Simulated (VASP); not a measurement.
# Ni2Ge (P6_3/mmc) in VASP: a series of runs, part 2 of 2

VASP 6.6.1. Earlier steps stand in the parts before.

## 3. Relaxation of cell and atoms, PBEsol

This run uses another cell than the first one, of 11.49 Å³/atom, 1.006 times its volume.

Contents of INCAR:

```
SYSTEM = Ni2Ge
ALGO     = Normal         ! electronic algorithm
EDIFF    = 1E-7           ! SCF threshold, eV
EDIFFG   = -0.005         ! ionic threshold
ENCUT    = 600            ! plane-wave cutoff, eV
GGA      = PS             ! functional
IBRION   = 2              ! ionic algorithm
ISIF     = 3              ! what is computed and relaxed
ISMEAR   = 0              ! smearing method
LASPH    = .TRUE.         ! aspherical terms in the spheres
LCHARG   = .FALSE.        ! write CHGCAR
LREAL    = .FALSE.        ! projectors in reciprocal space
LWAVE    = .FALSE.        ! write WAVECAR
NELM     = 100            ! most SCF steps
NSW      = 100            ! ionic steps
PREC     = Accurate       ! precision mode
SIGMA    = 0.1            ! smearing width, eV
```

Contents of KPOINTS:

```
k-points
0
G
  12 12 8
  0 0 0
```

Contents of POSCAR:

```
Ni2Ge
1.0
    3.9798102787      0.0000000000      0.0000000000
   -1.9899051393      3.4466168036      0.0000000000
    0.0000000000      0.0000000000      5.0238781100
Ni Ge
4 2
Direct
    0.6666666700      0.3333333300      0.2500000000
    0.3333333300      0.6666666700      0.7500000000
    0.0000000000      0.0000000000      0.0000000000
    0.0000000000      0.0000000000      0.5000000000
    0.6666666700      0.3333333300      0.7500000000
    0.3333333300      0.6666666700      0.2500000000
```

Potentials or basis: VASP PAW PBE potentials, release 64 (Ni, Ge_d).

The run is started by

```bash
> cat potpaw_PBE.64/Ni/POTCAR potpaw_PBE.64/Ge_d/POTCAR > POTCAR
> mpirun -np 1 vasp_std > vasp.out
```

OUTCAR:

```text
SYSTEM = Ni2Ge
   EDIFF = 1E-7
   EDIFFG = -0.005
   ENCUT = 600
   GGA = PS
   IBRION = 2
   ISIF = 3
   ISMEAR = 0
   LASPH = .TRUE.
   LREAL = .FALSE.
   NELM = 100
   NSW = 100
   PREC = Accurate

 ion  position               nearest neighbor table
   1  0.667  0.333  0.250-   6 2.30   6 2.30   6 2.30   5 2.51   5 2.51   3 2.62   4 2.62   3 2.62
                             4 2.62   3 2.62   4 2.62
   2  0.333  0.667  0.750-   5 2.30   5 2.30   5 2.30   6 2.51   6 2.51   3 2.62   4 2.62   4 2.62
                             3 2.62   4 2.62   3 2.62
   3  0.000  0.000  0.000-   4 2.51   4 2.51   1 2.62   5 2.62   6 2.62   2 2.62   2 2.62   6 2.62
                             1 2.62   5 2.62   1 2.62   5 2.62   2 2.62   6 2.62
   4  0.000  0.000  0.500-   3 2.51   3 2.51   1 2.62   5 2.62   6 2.62   2 2.62   2 2.62   6 2.62
                             1 2.62   5 2.62   1 2.62   5 2.62   2 2.62   6 2.62
   5  0.667  0.333  0.750-   2 2.30   2 2.30   2 2.30   1 2.51   1 2.51   3 2.62   4 2.62   3 2.62
                             4 2.62   3 2.62   4 2.62
   6  0.333  0.667  0.250-   1 2.30   1 2.30   1 2.30   2 2.51   2 2.51   3 2.62   4 2.62   4 2.62
                             3 2.62   4 2.62   3 2.62

  LATTYP: Found a hexagonal cell.
 ALAT       =     3.9798102787
 C/A-ratio  =     1.2623411063

  Lattice vectors:

 A1 = (   3.9798102787,   0.0000000000,   0.0000000000)
 A2 = (  -1.9899051393,   3.4466168036,   0.0000000000)
 A3 = (   0.0000000000,   0.0000000000,   5.0238781100)

Analysis of symmetry for initial positions (statically):
=====================================================================
 Subroutine PRICEL returns:
 Original cell was already a primitive cell.

 Routine SETGRP: Setting up the symmetry group for a
 hexagonal supercell.

 Subroutine GETGRP returns: Found 24 space group operations
 (whereof 12 operations were pure point group operations)
 out of a pool of 24 trial point group operations.

The static configuration has the point symmetry D_3d.
 The point group associated with its full space group is D_6h.

Analysis of symmetry for dynamics (positions and initial velocities):
=====================================================================
 Subroutine PRICEL returns:
 Original cell was already a primitive cell.

 Routine SETGRP: Setting up the symmetry group for a
 hexagonal supercell.

 Subroutine GETGRP returns: Found 24 space group operations
 (whereof 12 operations were pure point group operations)
 out of a pool of 24 trial point group operations.

The dynamic configuration has the point symmetry D_3d.
 The point group associated with its full space group is D_6h.

 Subroutine INISYM returns: Found 24 space group operations
 (whereof 12 operations are pure point group operations),
 and found     1 'primitive' translations

----------------------------------------------------------------------------------------

                                     Primitive cell

  volume of cell :      68.9119

  direct lattice vectors                    reciprocal lattice vectors
     3.979810279  0.000000000  0.000000000     0.251268259  0.145069797  0.000000000
    -1.989905139  3.446616804  0.000000000     0.000000000  0.290139594  0.000000000
     0.000000000  0.000000000  5.023878110     0.000000000  0.000000000  0.199049415

  length of vectors
     3.979810279  3.979810279  5.023878110     0.290139594  0.290139594  0.199049415

  position of ions in fractional coordinates (direct lattice)
[... 66 lines left out ...]
  0.250000  0.000000  0.125000     12.000000
  0.333333  0.000000  0.125000     12.000000
 [... further k-points ...]
   k-points           NKPTS =     95   k-points in BZ     NKDIM =     95   number of bands    NBANDS=     40
   number of dos      NEDOS =    301   number of ions     NIONS =      6
   total plane-waves  NPLWV =  40960
   dimension x,y,z NGX =    32 NGY =   32 NGZ =   40
   dimension x,y,z NGXF=    64 NGYF=   64 NGZF=   80
   ions per type =               4   2
   NGX,Y,Z   is equivalent  to a cutoff of  13.37, 13.37, 13.24 a.u.
   NGXF,Y,Z  is equivalent  to a cutoff of  26.73, 26.73, 26.47 a.u.
 SYSTEM =  Ni2Ge
   PREC   = accura    normal or accurate (medium, high low for compatibility)
   ISTART =      0    job   : 0-new  1-cont  2-samecut
   ICHARG =      2    charge: 1-file 2-atom 10-const
   ISPIN  =      1    spin polarized calculation?
   LNONCOLLINEAR =      F non collinear calculations
   LSORBIT =      F    spin-orbit coupling
   LASPH  =      T    aspherical Exc in radial PAW
   ENCUT  =  600.0 eV  44.10 Ry    6.64 a.u.   7.95  7.95 10.03*2*pi/ulx,y,z
   NELM   =    100;   NELMIN=  2; NELMDL= -5     # of ELM steps
   EDIFF  = 0.1E-06   stopping-criterion for ELM
   LREAL  =      F    real-space projection
   EDIFFG = -.5E-02   stopping-criterion for IOM
   NSW    =    100    number of steps for IOM
   IBRION =      2    ionic relax: 0-MD 1-quasi-New 2-CG
   NFREE  =      1    steps in history (QN), initial steepest desc. (CG)
   ISIF   =      3    stress and relaxation
   ISYM   =      2    0-nonsym 1-usesym 2-fastsym
   POTIM  = 0.5000    time-step for ionic-motion
   TEBEG  =    0.0;   TEEND  =   0.0 temperature during run
   PSTRESS=    0.0 pullay stress
   NELECT =      68.0000    total number of electrons
   NUPDOWN=      -1.0000    fix difference up-down
   EMIN   =  10.00;   EMAX   =-10.00  energy-range for DOS
   EFERMI =   0.00;   METHOD = LEGACY
   ISMEAR =     0;   SIGMA  =   0.10  broadening in eV -4-tet -1-fermi 0-gaus
   EFERMI_NEDOS =   21; number of points for ismear=-14 and -15
   IALGO  =     38    algorithm
   IMIX   =      4    mixing-type and parameters
     AMIX     =   0.40;   BMIX     =  1.00
     AMIX_MAG =   1.60;   BMIX_MAG =  1.00
  volume/ion in A,a.u.               =      11.49        77.51
  Fermi-wavevector in a.u.,A,eV,Ry     =   1.629845  3.079961 36.142446  2.656395
  Thomas-Fermi vector in A             =   2.722244
   LORBIT       =      0    0 simple, 1 ext, 2 COOP (PROOUT), +10 PAW based schemes
   GGA     = PS    functional components
   LHFCALC =     F    Hartree Fock is set to
   AEXX    =    0.0000 exact exchange contribution
   IVDW    =     0    specifies the selected vdW correction
   LEPSILON=     F    determine dielectric tensor
   LRPA    =     F    only Hartree local field effects (RPA)
 conjugate gradient relaxation of ions
 non-spin polarized calculation
 Gauss-broadening in eV      SIGMA  =   0.10
  energy-cutoff  :      600.00
  volume of cell :       68.91
 maximum number of plane-waves:      2328
 NGX is ok and might be reduce to    32
   NGX = 15   NGY = 15   NGZ = 21

--------------------------------------- Ionic step        1  -------------------------------------------

 number of electron      67.9999975 magnetization

 Free energy of the ion-electron system (eV)
  ---------------------------------------------------
  ext. energy  EPLUGINS =         0.00000000
  ---------------------------------------------------
  free energy    TOTEN  =       -36.48009619 eV

  energy without entropy =      -36.46061737  energy(sigma->0) =      -36.47035678

------------------------ aborting loop because EDIFF is reached ----------------------------------------

  FORCE on cell =-STRESS in cart. coord.  units (eV):
  Direction    XX          YY          ZZ          XY          YZ          ZX
  --------------------------------------------------------------------------------------
  -------------------------------------------------------------------------------------
  Total       -0.4306574     -0.4306574     -0.3894098     -0.0000000      0.0000000      0.0000000
  in kB      -10.0126264    -10.0126264     -9.0536342     -0.0000000      0.0000000      0.0000000
  external PRESSURE =      -9.6929624 kB  Pullay stress =       0.0000000 kB
[... 107 lines left out ...]
--------------------------------------- Ionic step        4  -------------------------------------------

 number of electron      67.9999976 magnetization

 Free energy of the ion-electron system (eV)
  ---------------------------------------------------
  ext. energy  EPLUGINS =         0.00000000
  ---------------------------------------------------
  free energy    TOTEN  =       -36.48109985 eV

  energy without entropy =      -36.46174834  energy(sigma->0) =      -36.47142410

 E-fermi :  10.2900     XC(G=0): -13.5003

 val. band max:       10.2815104367   @ k =   0.1667   0.1667   0.3750
 cond. band min:      10.2962005774   @ k =   0.2500   0.1667   0.3750
 fundamental gap:      0.0146901407
 Fermi energy:        10.2899661560

 k-point     1 :       0.0000    0.0000    0.0000
  band No.  band energies     occupation
      1     -14.4914      2.00000
      2     -14.4816      2.00000
      3     -14.4597      2.00000
      4     -14.4597      2.00000
      5     -14.4260      2.00000
      6     -14.4260      2.00000
[... 1021 lines left out ...]
     39      13.6648      0.00000
     40      15.1780      0.00000

 [... further k-points ...]
[... 5 lines left out ...]
  --------------------------------------------------------------------------------------
  -------------------------------------------------------------------------------------
  Total        0.0279942      0.0279942     -0.0131191      0.0000000      0.0000000      0.0000000
  in kB        0.6540613      0.6540613     -0.3065170      0.0000000      0.0000000      0.0000000
  external PRESSURE =       0.3338686 kB  Pullay stress =       0.0000000 kB
[... 21 lines left out ...]
  FREE ENERGIE OF THE ION-ELECTRON SYSTEM (eV)
  ---------------------------------------------------
  free  energy   TOTEN  =       -36.4810998541 eV

  energy  without entropy=      -36.4617483419  energy(sigma->0) =      -36.47142410

 reached required accuracy - stopping structural energy minimisation
```

It took 8.6 min on 1 thread of AMD EPYC 9R45 (Zen 5), shared host; peak memory 0.36 GiB.

Results:

```yaml
Free_energy: -36.4811 eV
Relaxed_volume: 11.43 Å³/atom
Relaxed_cell: a = 3.973 Å, b = 3.973 Å, c = 5.016 Å, α = 90.00°, β = 90.00°, γ = 120.00°
Space_group_after_relaxing_to_0.05_Å: P6_3/mmc (No. 194)
Energy_gained_by_relaxing: 0.2 meV/atom
Ionic_steps: 4
Pressure_after_relaxing: 0.0 GPa
Band_gap_on_the_k_mesh: zero (band 34 reaches 12.52 eV, above the bottom of band 35 at 9.74 eV)
```

Stress tensor (GPa, compression positive):
```
 0.07  0.00  0.00
 0.00  0.07  0.00
 0.00  0.00 -0.03
```

The path:
```tsv
step	energy change (eV)	largest force (eV/Å)	pressure (GPa)	volume (Å³)
1	0.0000	0.0000	-0.97	68.91
2	0.0002	0.0000	1.09	68.22
3	-0.0010	0.0000	-0.01	68.58
4	-0.0010	0.0000	0.03	68.57
```

Final structure:
```
CELL_PARAMETERS angstrom
3.97308 0.00000 0.00000
-1.98654 3.44079 0.00000
0.00000 0.00000 5.01620
ATOMIC_POSITIONS crystal
Ni 0.66667 0.33333 0.25000
Ni 0.33333 0.66667 0.75000
Ni 0.00000 0.00000 0.00000
Ni 0.00000 0.00000 0.50000
Ge 0.66667 0.33333 0.75000
Ge 0.33333 0.66667 0.25000
```

Levels at points of the mesh, in eV from the Fermi level:
| k point | band 30 | band 31 | band 32 | band 33 | band 34 | band 35 | band 36 | band 37 | band 38 | band 39 |
| --- | --- | --- | --- | --- | --- | --- | --- | --- | --- | --- |
| (0.00, 0.00, 0.00) | -1.08 | -0.60 | -0.60 | 0.14 | 2.18 | 2.73 | 2.73 | 2.90 | 2.90 | 3.19 |
| (0.50, 0.00, 0.00) | -1.33 | -1.21 | -1.18 | -0.99 | -0.65 | -0.52 | 0.68 | 1.77 | 3.06 | 3.56 |
| (0.00, 0.00, 0.50) | -1.14 | -1.14 | -1.14 | 1.43 | 1.43 | 3.25 | 3.25 | 3.25 | 3.25 | 4.43 |
| (0.50, 0.00, 0.50) | -1.49 | -1.21 | -1.21 | -0.85 | -0.85 | 0.90 | 0.90 | 2.55 | 2.55 | 6.09 |

Caveat: the PAW data sets were made with another functional, which shifts forces and pressure a little. Spin polarisation is off, so any magnetic state and its effect on volume and gap are missing.
